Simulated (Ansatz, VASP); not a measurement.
# Two plane-wave programs on GeSe

The input INCAR:

```
PREC     = Accurate       # precision mode
ENCUT    = 500            # plane-wave cutoff, eV
EDIFF    = 1E-7           # SCF threshold, eV
ISMEAR   = 0              # smearing method
SIGMA    = 0.01           # smearing width, eV
LREAL    = F              # projectors in reciprocal space
LASPH    = T              # aspherical terms in the spheres
NELM     = 120            # most SCF steps
ALGO     = Normal         # electronic algorithm
ISIF     = 3              # what is computed and relaxed
LWAVE    = F              # write WAVECAR
LCHARG   = F              # write CHGCAR
GGA      = PE             # functional
IBRION   = 2              # ionic algorithm
NSW      = 80             # ionic steps
EDIFFG   = -0.02          # ionic threshold
GGA_COMPAT= F            
NELMIN   = 4
```

Contents of KPOINTS:

```
Automatic mesh
0
Gamma
  2 6 6
```

POSCAR

```
GeSe
1.0
   10.7900000000      0.0000000000      0.0000000000
    0.0000000000      3.8200000000      0.0000000000
    0.0000000000      0.0000000000      4.3800000000
Ge Se
4 4
Direct
    0.1210000000      0.7500000000      0.8940000000
    0.6210000000      0.7500000000      0.6060000000
    0.3790000000      0.2500000000      0.3940000000
    0.8790000000      0.2500000000      0.1060000000
    0.8520000000      0.7500000000      0.4970000000
    0.3520000000      0.7500000000      0.0030000000
    0.6480000000      0.2500000000      0.9970000000
    0.1480000000      0.2500000000      0.5030000000
```

Input for Ansatz:

```yaml
crystal:
  lattice:
    - [10.79, 0.0, 0.0]
    - [0.0, 3.82, 0.0]
    - [0.0, 0.0, 4.38]
  atoms:
    - { symbol: Ge, position: [0.121, 0.7499999999999999, 0.894] }
    - { symbol: Ge, position: [0.621, 0.7499999999999999, 0.606] }
    - { symbol: Ge, position: [0.379, 0.25, 0.3940000000000001] }
    - { symbol: Ge, position: [0.8789999999999999, 0.25, 0.106] }
    - { symbol: Se, position: [0.8519999999999999, 0.7499999999999999, 0.497] }
    - { symbol: Se, position: [0.35200000000000004, 0.7499999999999999, 0.0030000000000000005] }
    - { symbol: Se, position: [0.648, 0.25, 0.997] }
    - { symbol: Se, position: [0.148, 0.25, 0.503] }
kpoints:
  mp_grid:
    grid: [2, 6, 6]
hamiltonian:
  xc: pbe
scf:
  convergence:
    dr2_threshold: 1.0e-10
  occupations:
    method: fixed
relax:
  f_tol: 0.02
  cell: {}
output:
  write_density: true
  dos:
    de: 0.1
    method: tetrahedron
    nscf_kmesh:
      kspacing: 0.2
  eigenvalues: true
```

Alike in both runs: task relaxation of cell and atoms; functional PBE; k mesh 2 × 6 × 6; no spin polarisation.

|  | VASP | Ansatz |
| --- | --- | --- |
| version | VASP 6.6.1 | Ansatz 0.2.0 |
| potentials or method | VASP PAW PBE potentials, release 64 (Ge_d, Se) | plane waves, PAW |
| plane-wave cutoff (eV) | 500 | 420 |
| occupations | gaussian, width 0.01 eV | fixed |
| valence electrons in the cell | 80 | 120 |

|  | VASP | Ansatz | Ansatz less VASP |
| --- | --- | --- | --- |
| gap on the k mesh at the Fermi level, each at its own relaxed structure (eV) | 0.87 | 0.86 | -0.010 |
| relaxed volume (Å³/atom) | 24.62 | 24.80 | +0.184 |
| relaxed length of the cell vector where the two differ most in proportion (Å) | 11.198 | 11.307 | +0.1088 |

VASP's potentials hold 80 valence electrons a cell and Ansatz's 120, so a difference there can come from the potentials and not from the codes.
